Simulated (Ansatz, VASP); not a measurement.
# One calculation of BN, two programs

```
B N
1.0
     2.75825    0.00000    0.00000
    -1.37913    2.38872    0.00000
     0.00000    0.00000    3.88871
B N
2 2
Direct
  0.66667 0.33333 0.99972
  0.33333 0.66667 0.49972
  0.66667 0.33333 0.62528
  0.33333 0.66667 0.12528
```

Change from the starting cell: strain +0.080 along x and y, -0.080 along z, atoms carried along.

Alike in both runs: task single point; functional PBEsol; k mesh 12 × 12 × 6; occupations gaussian, width 0.05 eV; no spin polarisation.

|  | VASP | Ansatz |
| --- | --- | --- |
| version | VASP 6.6.1 | Ansatz 0.2.0 |
| potentials or method | VASP PAW PBE potentials, release 64 (B, N), cutoff 520 eV | scalar-relativistic, plane waves, PAW |
| valence electrons in the cell | 16 | 16 |

Ansatz gave:

| Quantity | Value |
| --- | --- |
| gap on the k mesh at the Fermi level (eV) | 4.61 |
| least direct gap on the mesh (eV) | 5.58 |
| pressure (GPa) | -15.9 |
| traceless stress, the component that is largest in VASP (GPa) | 90.97 |
| rms of the force components (eV/Å) | 0.550 |

Problem. Estimate VASP's values.

Solution. gap on the k mesh at the Fermi level (eV): 4.60; least direct gap on the mesh (eV): 5.59; pressure (GPa): -15.5; traceless stress, the component that is largest in VASP (GPa): 91.59; rms of the force components (eV/Å): 0.571.

VASP's potentials were made for PBE, not for PBEsol. Atom by atom the forces differ by 0.020 eV/Å (rms over components).
